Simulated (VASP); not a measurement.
A run of VASP 6.6.1 is set up as follows.

The input POSCAR:

```
AgCl
1.0
    4.1422767697      0.0000000000      0.1831199253
    0.0000000000      4.1471104063      0.0000000000
   -0.2887366063      0.0000000000      5.2365267091
Ag Cl
2 2
Direct
    0.2500548767      0.2500000000      0.2500031849
    0.7499451233      0.7500000000      0.7499968151
    0.7500376899      0.7500000000      0.2499964645
    0.2499623101      0.2500000000      0.7500035355
```

INCAR.step1

```
  ALGO = Normal
  EDIFF = 1E-4
  ENCUT = 520
  GGA = PE
  ISMEAR = 0
  LASPH = T
  LCHARG = F
  LREAL = F
  LWAVE = T
  NBANDS = 26
  NELM = 60
  PREC = Accurate
  SIGMA = 0.01
```

File INCAR.step2:

```
  ALGO = Normal
  EDIFF = 1E-6
  ENCUT = 520
  ISIF = 2
  ISMEAR = 0
  ISTART = 1
  LASPH = T
  LCHARG = F
  LMIXTAU = T
  LREAL = F
  LWAVE = F
  METAGGA = R2SCAN
  NBANDS = 26
  NELM = 60
  PREC = Accurate
  SIGMA = 0.01
```

File KPOINTS:

```
k-points
0
Gamma
  6 6 6
```

Potentials or basis: VASP PAW PBE potentials, release 64 (Ag, Cl).

The run is started by

```sh
$ cat potpaw_PBE.64/Ag/POTCAR potpaw_PBE.64/Cl/POTCAR > POTCAR
$ cp INCAR.step1 INCAR
$ mpirun -np 1 vasp_std > vasp.out
$ cp INCAR.step2 INCAR
$ mpirun -np 1 vasp_std > vasp.out
```

(1) What does it give for the pressure?

(2) Predict the band gap on the k mesh.

Results:

(1) -1.5 GPa.

(2) 1.21 eV.

Caveat: the cell differs from its parent crystal (epitaxial xy strain +5.8%); the PAW data sets were made with another functional, which shifts forces and pressure a little.
